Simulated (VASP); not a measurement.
# Cd4O3 in VASP: notebook, part 2 of 2

VASP 6.6.1. The steps go on from the part before.

## 4. Single point, PBE

INCAR reads:

```
PREC = Accurate ; ENCUT = 520
EDIFF = 1E-6 ; ISMEAR = 0
SIGMA = 0.1 ; LREAL = False
LASPH = True ; NELM = 100
ALGO = Normal ; ISIF = 2
LWAVE = False ; LCHARG = False
GGA = PE ; NBANDS = 42
```

KPOINTS reads:

```
regular mesh
0
Gamma
  4 4 4
```

POSCAR reads:

```
Cd4O3
1.0
    4.9289738440     -0.0047662337      0.0006552610
   -0.0048325919      4.9157752600     -0.0016416675
    0.0007123677     -0.0013680410      4.9349362359
Cd O
4 3
Direct
    0.7230432154      0.2772374608      0.2771706572
    0.2770393771      0.7229196341      0.2770242245
    0.2769505978      0.2769433139      0.7233729940
    0.7230263515      0.7227699069      0.7231779876
   -0.0000776458      0.0000276602      0.4996042868
    0.5000835354      0.0000290115     -0.0001786090
   -0.0000654315      0.5000730126     -0.0001715412
```

Potentials or basis: VASP PAW PBE potentials, release 64 (Cd, O).

On the command line:

```bash
$ cat potpaw_PBE.64/Cd/POTCAR potpaw_PBE.64/O/POTCAR > POTCAR
$ mpirun -np 1 vasp_std > vasp.out
```

OUTCAR:

```text
PREC = Accurate
   ENCUT = 520
   EDIFF = 1E-6
   ISMEAR = 0
   LREAL = False
   LASPH = True
   NELM = 100
   ISIF = 2
   GGA = PE

 ion  position               nearest neighbor table
   1  0.723  0.277  0.277-   6 2.22   7 2.22   5 2.22   4 3.10   2 3.11   3 3.11   2 3.50   2 3.50
                             4 3.50   4 3.50   3 3.51   3 3.51
   2  0.277  0.723  0.277-   7 2.22   6 2.22   5 2.22   1 3.11   3 3.11   4 3.11   1 3.50   1 3.50
                             3 3.50   3 3.50   4 3.51   4 3.51
   3  0.277  0.277  0.723-   5 2.22   7 2.22   6 2.22   4 3.10   2 3.11   1 3.11   2 3.50   2 3.50
                             4 3.50   4 3.50   1 3.51   1 3.51
   4  0.723  0.723  0.723-   5 2.22   6 2.22   7 2.22   3 3.10   1 3.10   2 3.11   1 3.50   3 3.50
                             3 3.50   1 3.50   2 3.51   2 3.51
   5  1.000  0.000  0.500-   3 2.22   4 2.22   2 2.22   1 2.22
   6  0.500  0.000  1.000-   1 2.22   2 2.22   4 2.22   3 2.22
   7  1.000  0.500  1.000-   2 2.22   1 2.22   3 2.22   4 2.22

  LATTYP: Found a triclinic cell.
 ALAT       =     4.9157779095
 B/A-ratio  =     1.4147318803
 C/A-ratio  =     1.0038973623
 COS(alpha) =     0.0002353876
 COS(beta)  =     0.0006113161
 COS(gamma) =     0.7054655899
[... 198 lines left out ...]

 k-point     1 :       0.0000    0.0000    0.0000
  band No.  band energies     occupation
      1     -16.0677      2.00000
      2     -15.7494      2.00000
      3     -15.7453      2.00000
      4      -6.7861      2.00000
      5      -6.7848      2.00000
      6      -6.7842      2.00000
[... 1069 lines left out ...]
     41       9.0928      0.00000
     42       9.4692      0.00000

 [... further k-points ...]

------------------------ aborting loop because EDIFF is reached ----------------------------------------

  FORCE on cell =-STRESS in cart. coord.  units (eV):
  Direction    XX          YY          ZZ          XY          YZ          ZX
  --------------------------------------------------------------------------------------
  -------------------------------------------------------------------------------------
  Total        0.7021719      0.7540065      0.6778700      0.0534634      0.0189398     -0.0073331
  in kB        9.4085865     10.1031328      9.0829597      0.7163708      0.2537797     -0.0982584
  external PRESSURE =       9.5315597 kB  Pullay stress =       0.0000000 kB

 VOLUME and BASIS-vectors are now :
 -----------------------------------------------------------------------------
  energy-cutoff  :      520.00
  volume of cell :      119.57
      direct lattice vectors                 reciprocal lattice vectors
     4.928973844 -0.004766234  0.000655261     0.202882182  0.000199439 -0.000029231
    -0.004832592  4.915775260 -0.001641668     0.000196703  0.203426925  0.000056365
     0.000712368 -0.001368041  4.934936236    -0.000026873  0.000067646  0.202636886

 POSITION                                       TOTAL-FORCE (eV/Angst)
 -----------------------------------------------------------------------------------
      3.56272      1.35901      1.36784        -0.037981      0.035957      0.038878
      1.36222      3.55201      1.36609         0.038297     -0.037582      0.039226
      1.36426      1.35908      3.56953         0.039236      0.039104     -0.038587
      3.56080      3.54854      3.56812        -0.036969     -0.037216     -0.038205
      4.92895     -0.00531      2.46617        -0.001028     -0.000581      0.001078
      2.46561     -0.00361      4.93438        -0.001440      0.000189     -0.000518
      4.92695      2.45211      4.93392        -0.000115      0.000130     -0.001872
 -----------------------------------------------------------------------------------
    total drift:                                0.000066      0.000090     -0.000007

  FREE ENERGIE OF THE ION-ELECTRON SYSTEM (eV)
  ---------------------------------------------------
  free  energy   TOTEN  =       -23.5463170825 eV

  energy  without entropy=      -23.5462028381  energy(sigma->0) =      -23.54625996
```

OSZICAR:

```text
N       E                     dE             d eps       ncg     rms          rms(c)
DAV:   1     0.581078028019E+03    0.58108E+03   -0.35501E+04  3024   0.157E+03
DAV:   2     0.962181553707E+01   -0.57146E+03   -0.54612E+03  3182   0.425E+02
DAV:   3    -0.301805212559E+02   -0.39802E+02   -0.39322E+02  3496   0.115E+02
DAV:   4    -0.306615052085E+02   -0.48098E+00   -0.48035E+00  3284   0.123E+01
DAV:   5    -0.306641744730E+02   -0.26693E-02   -0.26684E-02  3424   0.842E-01    0.190E+01
DAV:   6    -0.237829027963E+02    0.68813E+01   -0.29351E+01  4754   0.550E+01    0.146E+01
DAV:   7    -0.236447420890E+02    0.13816E+00   -0.43450E+00  3062   0.140E+01    0.799E+00
DAV:   8    -0.235946878557E+02    0.50054E-01   -0.10789E+00  3142   0.515E+00    0.186E+00
DAV:   9    -0.235455114347E+02    0.49176E-01   -0.13977E-01  4440   0.234E+00    0.364E-01
DAV:  10    -0.235463873044E+02   -0.87587E-03   -0.18214E-02  3184   0.882E-01    0.188E-01
DAV:  11    -0.235463647756E+02    0.22529E-04   -0.35371E-03  3480   0.336E-01    0.127E-01
DAV:  12    -0.235463288267E+02    0.35949E-04   -0.26761E-04  3146   0.109E-01    0.471E-02
DAV:  13    -0.235463203970E+02    0.84297E-05   -0.23370E-04  3398   0.791E-02    0.192E-02
DAV:  14    -0.235463168287E+02    0.35683E-05   -0.21215E-05  3362   0.317E-02    0.354E-03
DAV:  15    -0.235463170825E+02   -0.25383E-06   -0.23209E-06  2468   0.677E-03
   1 F= -.23546317E+02 E0= -.23546260E+02  d E =-.114244E-03
```

stdout:

```text
POSCAR found type information on POSCAR CdO
 POSCAR found :  2 types and       7 ions
 scaLAPACK will be used
 LDA part: xc-table for (Slater+PW92), standard interpolation
 POSCAR, INCAR and KPOINTS ok, starting setup
 FFT: planning ... GRIDC
 FFT: planning ... GRID_SOFT
 FFT: planning ... GRID
 WAVECAR not read
 entering main loop
```

It took 2.7 min on 1 thread of Intel Xeon Platinum 8488C (Sapphire Rapids), shared host; peak memory 0.3 GiB.

What came out:

* Free energy: -23.5463 eV
* Pressure: 1.0 GPa
* Largest force: 0.068 eV/Å
* Band gap on the k mesh: 0.42 eV (least direct gap 0.51 eV)

Forces on the atoms (eV/Å):
```
Cd  -0.038  0.036  0.039
Cd   0.038 -0.038  0.039
Cd   0.039  0.039 -0.039
Cd  -0.037 -0.037 -0.038
O   -0.001 -0.001  0.001
O   -0.001  0.000 -0.001
O    0.000  0.000 -0.002
```

Stress tensor (GPa, compression positive):
```
 0.94  0.07 -0.01
 0.07  1.01  0.03
-0.01  0.03  0.91
```

Levels at points of the mesh, in eV from the valence-band top:
```tsv
k point	band 30	band 31	band 32	band 33	band 34	band 35	band 36	band 37
(0.00, 0.00, 0.00)	-1.88	-1.01	-1.00	-0.99	3.68	3.88	3.89	4.98
(0.50, 0.00, 0.00)	-1.77	-1.00	-1.00	-0.10	0.42	4.54	4.59	5.82
(0.00, 0.50, 0.00)	-1.77	-1.01	-1.01	-0.09	0.43	4.54	4.56	5.83
(0.50, 0.50, 0.00)	-1.81	-1.07	-0.75	-0.04	2.39	2.40	3.98	5.08
(0.00, 0.00, 0.50)	-1.77	-1.00	-1.00	-0.11	0.42	4.56	4.59	5.82
(0.50, 0.00, 0.50)	-1.79	-1.09	-0.76	-0.03	2.39	2.39	4.02	5.08
(0.00, 0.50, 0.50)	-1.80	-1.08	-0.76	-0.04	2.39	2.40	3.99	5.08
(0.50, 0.50, 0.50)	-0.97	-0.96	-0.85	-0.84	3.75	3.76	3.76	4.51
```

A k mesh can miss the band edges.
